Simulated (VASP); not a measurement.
# VH2 in VASP: further runs, part 2 of 2

VASP 6.6.1.

## Step 4: Relaxation of cell and atoms, r2SCAN, target pressure 15 GPa, at which the enthalpy is minimised

This run uses another cell than the first one, of 5.70 Å³/atom.

Input file POSCAR:

```
VH2
1.0
    0.0000000000      2.0444177692      2.0444177692
    2.0444177692      0.0000000000      2.0444177692
    2.0444177692      2.0444177692      0.0000000000
V H
1 2
Direct
    0.0000000000      0.0000000000      0.0000000000
    0.2500000000      0.2500000000      0.2500000000
    0.7500000000      0.7500000000      0.7500000000
```

Input file INCAR.step1:

```
PREC = Accurate
ENCUT = 600
ISMEAR = 0
SIGMA = 0.1
LREAL = False
LASPH = True
NELM = 80
GGA = PE
ALGO = Normal
EDIFF = 1E-4
LWAVE = True
LCHARG = False
```

Input file INCAR.step2:

```
PREC = Accurate
ENCUT = 600
EDIFF = 1E-6
ISMEAR = 0
SIGMA = 0.1
LREAL = False
LASPH = True
NELM = 80
ALGO = Normal
ISIF = 3
LWAVE = False
LCHARG = False
METAGGA = R2SCAN
LMIXTAU = True
IBRION = 2
NSW = 70
EDIFFG = -0.008
PSTRESS = 150.0
ISTART = 1
```

Input file KPOINTS:

```
Automatic mesh
0
Gamma
  16 16 16
```

Launch:

```
cat potpaw_PBE.64/V_sv/POTCAR potpaw_PBE.64/H/POTCAR > POTCAR
cp INCAR.step1 INCAR
mpirun -np 1 vasp_std > vasp.out
cp INCAR.step2 INCAR
mpirun -np 1 vasp_std > vasp.out
```

It took 70 s on 1 thread of Intel Xeon 6975P-C (Granite Rapids), shared host; peak memory 0.17 GiB.

It converged, with:

- Free energy: -21.6867 eV
- Relaxed volume: 5.72 Å³/atom
- Relaxed cell: a = 2.895 Å, b = 2.895 Å, c = 2.895 Å, α = 60.00°, β = 60.00°, γ = 60.00°
- Space group after relaxing (to 0.1 Å): Fm-3m (No. 225)
- Energy change on relaxing (the run minimises the enthalpy): -2.2 meV/atom
- Ionic steps: 3
- Pressure after relaxing: 15.0 GPa
- Band gap on the k mesh: zero (an odd number of electrons rules out a gap without spin polarisation)

Step by step:
| step | energy change (eV) | largest force (eV/Å) | pressure (GPa) | volume (Å³) |
| --- | --- | --- | --- | --- |
| 1 | 0.0000 | 0.0000 | 16.01 | 17.09 |
| 2 | -0.0085 | 0.0000 | 14.74 | 17.18 |
| 3 | -0.0067 | 0.0000 | 15.00 | 17.16 |

Final structure:
```
V H
1.0
     0.00000    2.04719    2.04719
     2.04719    0.00000    2.04719
     2.04719    2.04719    0.00000
V H
1 2
Direct
  0.00000 0.00000 0.00000
  0.25000 0.25000 0.25000
  0.75000 0.75000 0.75000
```

Levels at points of the mesh, in eV from the Fermi level:
```
           k point  band 6  band 7  band 8  band 9  band 10  band 11
(0.00, 0.00, 0.00)   -1.16   -1.16   -1.16    0.90     0.90     0.93
(0.50, 0.00, 0.00)   -6.33   -1.01   -1.01    1.82     1.82     5.10
(0.50, 0.50, 0.00)   -6.32   -4.25    1.92    1.96     1.96     8.12
```

Caveat: the cell is relaxed towards a set pressure, so the run minimises the enthalpy, not the energy; the PAW data sets were made with another functional, which shifts forces and pressure a little; an odd number of electrons without spin polarisation forces a metal; a magnetic or distorted state may lie lower. Zero-point motion and thermal expansion aren't in these numbers.

## Step 5: Single point, r2SCAN

This run uses another cell than the first one: it holds 6 atoms, not 3.

Input file POSCAR:

```
VH2
1.0
    2.0937543607      2.0937543607      0.0000000000
   -2.0937543607      2.0937543607      0.0000000000
    0.0000000000      0.0000000000      4.1875087213
V H
2 4
Direct
    0.0000000000      0.0000000000      0.0000000000
    0.5000000000      0.5000000000      0.5000000000
    0.0000000000      0.5000000000      0.7500000000
    0.5000000000      0.0000000000      0.7500000000
    0.5000000000      0.0000000000      0.2500000000
    0.0000000000      0.5000000000      0.2500000000
```

Input file INCAR.step1:

```
PREC     = Accurate       # precision mode
ENCUT    = 520            # plane-wave cutoff, eV
ISMEAR   = 0              # smearing method
SIGMA    = 0.1            # smearing width, eV
LREAL    = F              # projectors in reciprocal space
LASPH    = T              # aspherical terms in the spheres
NELM     = 60             # most SCF steps
NBANDS   = 24             # bands
GGA      = PE             # functional
ALGO     = Normal         # electronic algorithm
EDIFF    = 1E-4           # SCF threshold, eV
LWAVE    = T              # write WAVECAR
LCHARG   = F              # write CHGCAR
```

Input file INCAR.step2:

```
PREC     = Accurate       # precision mode
ENCUT    = 520            # plane-wave cutoff, eV
EDIFF    = 1E-7           # SCF threshold, eV
ISMEAR   = 0              # smearing method
SIGMA    = 0.1            # smearing width, eV
LREAL    = F              # projectors in reciprocal space
LASPH    = T              # aspherical terms in the spheres
NELM     = 60             # most SCF steps
ALGO     = Normal         # electronic algorithm
ISIF     = 2              # what is computed and relaxed
LWAVE    = F              # write WAVECAR
LCHARG   = F              # write CHGCAR
METAGGA  = R2SCAN         # meta-GGA
LMIXTAU  = T            
NBANDS   = 24             # bands
ISTART   = 1
```

Input file KPOINTS:

```
Automatic mesh
0
Gamma
  12 12 8
```

Launch:

```
cat potpaw_PBE.64/V_sv/POTCAR potpaw_PBE.64/H/POTCAR > POTCAR
cp INCAR.step1 INCAR
mpirun -np 1 vasp_std > vasp.out
cp INCAR.step2 INCAR
mpirun -np 1 vasp_std > vasp.out
```

It took 5 min on 1 thread of Intel Xeon Platinum 8259CL at 2.50GHz (Skylake/Cascade Lake), shared host; peak memory 0.23 GiB.

It converged, with:

| Item | Value |
| --- | --- |
| Free energy | -43.4824 eV |
| Pressure | 0.4 GPa |
| Band gap on the k mesh | zero (bands 15 and 16 overlap by 2.65 eV) |

Levels at points of the mesh, in eV from the Fermi level:
| k point | band 12 | band 13 | band 14 | band 15 | band 16 | band 17 | band 18 | band 19 |
| --- | --- | --- | --- | --- | --- | --- | --- | --- |
| (0.00, 0.00, 0.00) | -3.91 | -1.06 | -1.06 | -1.06 | 0.81 | 0.81 | 0.86 | 1.73 |
| (0.50, 0.00, 0.00) | -6.06 | -1.65 | -1.65 | 0.09 | 0.09 | 0.41 | 0.41 | 2.23 |
| (0.50, 0.50, 0.00) | -6.26 | -3.91 | -3.91 | 1.73 | 1.73 | 1.78 | 1.78 | 1.78 |
| (0.00, 0.00, 0.50) | -5.29 | -0.84 | -0.84 | -0.01 | -0.01 | -0.01 | -0.01 | 1.26 |
| (0.50, 0.00, 0.50) | -6.23 | -0.92 | -0.92 | -0.92 | -0.92 | 1.65 | 1.65 | 1.65 |
| (0.50, 0.50, 0.50) | -6.76 | -2.90 | -2.90 | 0.36 | 0.36 | 1.78 | 1.78 | 3.70 |

Caveat: the PAW data sets were made with another functional, which shifts forces and pressure a little.

## Step 6: Single point, r2SCAN (biaxial strain in the a-b plane: +1.0 %, then relaxed in part)

POSCAR: that of step 5 with these lines changed.

```diff
@@ -2,5 +2,5 @@
 1.0
-    2.0937543607      2.0937543607      0.0000000000
-   -2.0937543607      2.0937543607      0.0000000000
-    0.0000000000      0.0000000000      4.1875087213
+    2.1146919043      2.1146919043      0.0000000000
+   -2.1146919043      2.1146919043      0.0000000000
+    0.0000000000      0.0000000000      4.1551636856
 V H
```

Input file INCAR.step1:

```
  PREC = Accurate
  ENCUT = 520
  ISMEAR = 0
  SIGMA = 0.1
  LREAL = False
  LASPH = True
  NELM = 60
  NBANDS = 24
  GGA = PE
  ALGO = Normal
  EDIFF = 1E-4
  LWAVE = True
  LCHARG = False
```

Input file INCAR.step2:

```
  PREC = Accurate
  ENCUT = 520
  EDIFF = 1E-7
  ISMEAR = 0
  SIGMA = 0.1
  LREAL = False
  LASPH = True
  NELM = 60
  ALGO = Normal
  ISIF = 2
  LWAVE = False
  LCHARG = False
  METAGGA = R2SCAN
  LMIXTAU = True
  NBANDS = 24
  ISTART = 1
```

Input file KPOINTS:

```
regular mesh
0
Gamma
  12 12 8
```

Potentials or basis: VASP PAW PBE potentials, release 64 (V_sv, H).

Launch:

```
cat potpaw_PBE.64/V_sv/POTCAR potpaw_PBE.64/H/POTCAR > POTCAR
cp INCAR.step1 INCAR
mpirun -np 1 vasp_std > vasp.out
cp INCAR.step2 INCAR
mpirun -np 1 vasp_std > vasp.out
```

Wall time 4.5 min (1 thread of Intel Xeon Platinum 8259CL at 2.50GHz (Skylake/Cascade Lake), shared host); peak memory 0.23 GiB.

Results (log left out):

| Item | Value |
| --- | --- |
| Free energy | -43.4768 eV |
| Pressure | -1.8 GPa |
| Band gap on the k mesh | zero (bands 15 and 16 overlap by 2.59 eV) |

Stress tensor (GPa, compression positive):
```
-2.86  0.00  0.00
 0.00 -2.86  0.00
 0.00  0.00  0.39
```

Levels at points of the mesh, in eV from the Fermi level:
```csv
k point,band 13,band 14,band 15,band 16,band 17,band 18
"(0.00, 0.00, 0.00)",-1.08,-1.08,-0.97,0.72,0.84,0.86
"(0.50, 0.00, 0.00)",-1.62,-1.62,0.05,0.05,0.36,0.36
"(0.50, 0.50, 0.00)",-3.86,-3.86,1.69,1.69,1.70,1.70
"(0.00, 0.00, 0.50)",-0.73,-0.73,-0.06,-0.06,-0.06,-0.06
"(0.50, 0.00, 0.50)",-0.98,-0.98,-0.83,-0.83,1.59,1.59
"(0.50, 0.50, 0.50)",-2.84,-2.84,0.40,0.40,1.69,1.69
```

Caveat: the cell differs from its parent crystal (biaxial strain in the a-b plane: +1.0 %, then relaxed in part); the PAW data sets were made with another functional, which shifts forces and pressure a little.

## Step 7: Summary

| task | spin | cell | k mesh | cutoff (eV) | gap on the mesh (eV) | pressure (GPa) |
| --- | --- | --- | --- | --- | --- | --- |
| single point | collinear, ferromagnetic start | a = 2.961 Å, angles 60.0°, 3 atoms, atomic positions A | 16 × 16 × 16 | 520 | none | 0.4 |
| relaxation of cell and atoms | off | relaxed to 30 GPa from a = 2.837 Å, angles 60.0°, 3 atoms, atomic positions A | 16 × 16 × 16 | 600 | none | 30.0 |
| relaxation of cell and atoms | off | relaxed to 15 GPa from a = 2.891 Å, angles 60.0°, 3 atoms, atomic positions A | 16 × 16 × 16 | 600 | none | 15.0 |
| single point | off | a = 2.961, b = 2.961, c = 4.188 Å, 6 atoms, atomic positions B | 12 × 12 × 8 | 520 | none | 0.4 |
| single point | off | a = 2.991, b = 2.991, c = 4.155 Å, 6 atoms, atomic positions B | 12 × 12 × 8 | 520 | none | -1.8 |

Alike in all rows: level r2SCAN; potentials or basis VASP PAW PBE potentials, release 64 (V_sv, H); smearing gaussian 0.1 eV.

Caveats: the PAW data sets were made with another functional, which shifts forces and pressure a little; the cell is relaxed towards a set pressure, so the run minimises the enthalpy, not the energy (at least some runs); an odd number of electrons without spin polarisation forces a metal (at least some runs); a magnetic or distorted state may lie lower (at least some runs); the moments typed at the start vanished in this run (at least some runs).

Total energies depend on the potentials used, so only differences within one code and one set of settings carry meaning.
